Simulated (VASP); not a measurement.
**ZrGa2S2: relaxation of cell and atoms with PBE**

ZrGa2S2:

```xyz
5
Lattice="4.6149 0.0000 0.0000 -2.3074 3.9966 0.0000 0.0000 0.0000 5.4029" Properties=species:S:1:pos:R:3 pbc="T T T"
Zr    2.3074    1.3322    0.0000
Ga    0.0000    0.0000    3.9117
Ga    0.0000    0.0000    1.4912
S     2.3074    1.3322    2.7015
S     0.0000    2.6644    0.0000
```

The cell was generated, and may not be a known phase.

```
Program                : VASP 6.6.1
Task                   : relaxation of cell and atoms
Functional             : PBE
Potentials or basis    : VASP PAW PBE potentials, release 64 (Zr_sv, Ga_d, S)
Cutoff                 : 600 eV
k mesh                 : 12 × 12 × 8
Occupations            : gaussian, width 0.1 eV
Spin                   : no spin polarisation
Dipole correction      : no
Further INCAR settings : ALGO = Normal; EDIFF = 1e-07; IBRION = 2; EDIFFG = -0.01; NSW = 100; ISIF = 3
```

```
Relaxed volume                        : 20.03 Å³/atom
Relaxed cell                          : a = 4.678 Å, b = 4.678 Å, c = 5.286 Å, α = 90.00°, β = 90.00°, γ = 120.00°
Space group after relaxing (to 0.1 Å) : P-6m2 (No. 187)
Energy gained by relaxing             : 0.3 meV/atom
Ionic steps                           : 18
Pressure after relaxing               : 0.0 GPa
Band gap on the k mesh                : zero (bands 25 and 26 overlap by 1.98 eV)
```

Step by step:
| step | energy change (eV) | largest force (eV/Å) | pressure (GPa) | volume (Å³) |
| --- | --- | --- | --- | --- |
| 1 | 0.0000 | 0.0109 | 0.08 | 99.65 |
| 2 | -0.0001 | 0.0123 | -0.01 | 99.79 |
| 3 | -0.0001 | 0.0134 | -0.08 | 99.89 |
| 4 | -0.0002 | 0.0168 | -0.07 | 99.88 |
| 5 | -0.0004 | 0.0276 | -0.02 | 99.85 |
| 6 | -0.0005 | 0.0524 | 0.09 | 99.78 |
| 7 | -0.0006 | 0.0480 | 0.08 | 99.80 |
| 8 | -0.0007 | 0.0353 | 0.07 | 99.84 |
| 9 | -0.0009 | 0.0124 | 0.04 | 99.92 |
| 10 | -0.0013 | 0.0314 | 0.01 | 100.08 |
| 11 | 0.0011 | 0.1635 | -0.03 | 100.39 |
| 12 | -0.0014 | 0.0367 | 0.00 | 100.11 |
| 13 | -0.0014 | 0.0522 | -0.01 | 100.15 |
| 14 | -0.0014 | 0.0474 | 0.00 | 100.14 |
| 15 | -0.0015 | 0.0501 | -0.01 | 100.18 |
| 16 | -0.0015 | 0.0504 | -0.01 | 100.19 |
| 17 | -0.0015 | 0.0374 | 0.01 | 100.18 |
| 18 | -0.0016 | 0.0007 | 0.03 | 100.17 |

Final structure:
```yaml
crystal:
  lattice:
    - [4.67773, 0.00000, 0.00000]
    - [-2.33887, 4.05104, 0.00000]
    - [0.00000, 0.00000, 5.28586]
  atoms:
    - { symbol: Zr, position: [0.66667, 0.33333, 0.00000] }
    - { symbol: Ga, position: [0.00000, 0.00000, 0.72970] }
    - { symbol: Ga, position: [0.00000, 0.00000, 0.27030] }
    - { symbol: S, position: [0.66667, 0.33333, 0.50000] }
    - { symbol: S, position: [0.33333, 0.66667, 0.00000] }
```

Levels at points of the mesh, in eV from the Fermi level:
```
           k point  band 22  band 23  band 24  band 25  band 26  band 27  band 28  band 29
(0.00, 0.00, 0.00)    -3.29    -2.02    -1.86    -0.22    -0.22     0.50     1.53     1.53
(0.50, 0.00, 0.00)    -2.90    -2.23    -1.64    -0.95    -0.87     0.16     1.98     2.28
(0.00, 0.00, 0.50)    -3.66    -3.66    -2.20     1.11     1.11     1.57     1.57     1.75
(0.50, 0.00, 0.50)    -3.72    -2.89    -0.99    -0.17     1.19     1.44     1.95     2.53
```

Wall time 65 min on 1 thread of Intel Xeon 8259CL (shared host), peak memory 0.52 GiB.
